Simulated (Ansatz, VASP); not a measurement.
## One calculation of C, two programs

```xyz
2
Lattice="1.2587 0.7267 3.5144 -1.2587 0.7267 3.5144 0.0000 -1.4535 3.5144" Properties=species:S:1:pos:R:3 pbc="T T T"
C     0.0000    0.0000    1.7291
C     0.0000    0.0000    8.8140
```

Change from the starting cell: strain +0.025 along x and y, +0.050 along z, atoms carried along.

Alike in both runs: task single point; functional LDA; k mesh 12 × 12 × 12; occupations gaussian, width 0.05 eV; no spin polarisation.

```csv
,VASP,Ansatz
version,VASP 6.6.1,Ansatz 0.2.0
potentials or method,"VASP PAW LDA potentials, release 64 (C), cutoff 520 eV","scalar-relativistic, plane waves, PAW"
valence electrons in the cell,8,8
```

Ansatz gave:

```
gap on the k mesh at the Fermi level (eV)                     : 0.60
least direct gap on the mesh (eV)                             : 0.60
pressure (GPa)                                                : -21.7
traceless stress, the component that is largest in VASP (GPa) : 19.97
rms of the force components (eV/Å)                            : 0.553
```

**Question.** Estimate VASP's values.

**Answer.** gap on the k mesh at the Fermi level (eV): 0.61; least direct gap on the mesh (eV): 0.61; pressure (GPa): -21.0; traceless stress, the component that is largest in VASP (GPa): 19.16; rms of the force components (eV/Å): 0.550.

LDA's correlation is that of Perdew and Zunger in VASP and of Perdew and Wang (1992) in Ansatz. Atom by atom the forces differ by 0.003 eV/Å (rms over components).
